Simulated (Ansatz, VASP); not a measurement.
## Two plane-wave programs on Sb

The input INCAR:

```
PREC     = Accurate       # precision mode
ENCUT    = 520            # plane-wave cutoff, eV
EDIFF    = 1E-7           # SCF threshold, eV
ISMEAR   = -4             # smearing method
SIGMA    = 0.1            # smearing width, eV
LREAL    = False          # projectors in reciprocal space
LASPH    = True           # aspherical terms in the spheres
NELM     = 100            # most SCF steps
ALGO     = Normal         # electronic algorithm
ISIF     = 2              # what is computed and relaxed
LWAVE    = False          # write WAVECAR
LCHARG   = False          # write CHGCAR
GGA      = PE             # functional
NBANDS   = 30             # bands
```

The input KPOINTS:

```
regular mesh
0
Gamma
  4 8 8
```

The input POSCAR:

```
Sb
1.0
   12.8808130364      0.0000000000      0.0000000000
    0.0000000000      4.3783732063      0.0000000000
    0.0000000000      0.0000000000      4.5594088582
Sb
8
Direct
    0.8638286107      0.0000000000      0.0740343733
    0.1118510114      0.5000000000      0.4894854204
    0.3638286107      0.0000000000      0.9259656267
    0.6118510114      0.5000000000      0.5105145796
    0.8881489886      0.5000000000      0.5105145796
    0.1361713893      0.0000000000      0.9259656267
    0.3881489886      0.5000000000      0.4894854204
    0.6361713893      0.0000000000      0.0740343733
```

Input for Ansatz:

```yaml
crystal:
  lattice:
    - [12.8808130364, 0.0, 0.0]
    - [0.0, 4.3783732063, 0.0]
    - [0.0, 0.0, 4.5594088582]
  atoms:
    - { symbol: Sb, position: [0.8638286107, 0.0, 0.0740343733] }
    - { symbol: Sb, position: [0.1118510114, 0.5, 0.4894854204] }
    - { symbol: Sb, position: [0.3638286107, 0.0, 0.9259656267] }
    - { symbol: Sb, position: [0.6118510114, 0.5, 0.5105145796] }
    - { symbol: Sb, position: [0.8881489886, 0.5, 0.5105145796] }
    - { symbol: Sb, position: [0.1361713893, 0.0, 0.9259656267] }
    - { symbol: Sb, position: [0.3881489886, 0.5, 0.4894854204] }
    - { symbol: Sb, position: [0.6361713893, 0.0, 0.0740343733] }
basis:
  ecutwfc: 420
  precision: f64
kpoints:
  mp_grid: { grid: [4, 8, 8] }
hamiltonian:
  xc: pbe
scf:
  occupations: { method: tetrahedron_uncorrected }
  eigensolver: { kind: davidson }
  lower_state_search: light
output:
  forces: true
  eigenvalues: true
  stress: true
```

Alike in both runs: task single point; functional PBE; k mesh 4 × 8 × 8; no spin polarisation.

```csv
,VASP,Ansatz
version,VASP 6.6.1,Ansatz 0.2.0
potentials or method,"VASP PAW PBE potentials, release 64 (Sb), cutoff 520 eV","scalar-relativistic, plane waves, PAW"
occupations,tetrahedron,tetrahedron-uncorrected
valence electrons in the cell,40,120
```

```csv
,VASP,Ansatz,Ansatz less VASP
gap on the k mesh at the Fermi level (eV),none,none,-
pressure (GPa),0.1,0.0,-0.04
"traceless stress, the component that is largest in VASP (GPa)",0.20,0.20,-0.005
rms of the force components (eV/Å),0.013,0.016,+0.0031
```

Atom by atom the forces differ by 0.021 eV/Å (rms over components). A gap of «none» marks a metal or a gap that the smearing closes. VASP's potentials hold 40 valence electrons a cell and Ansatz's 120, so a difference there can come from the potentials and not from the codes. Ansatz's warnings: band table not solved further.

Spin-orbit coupling is off throughout.
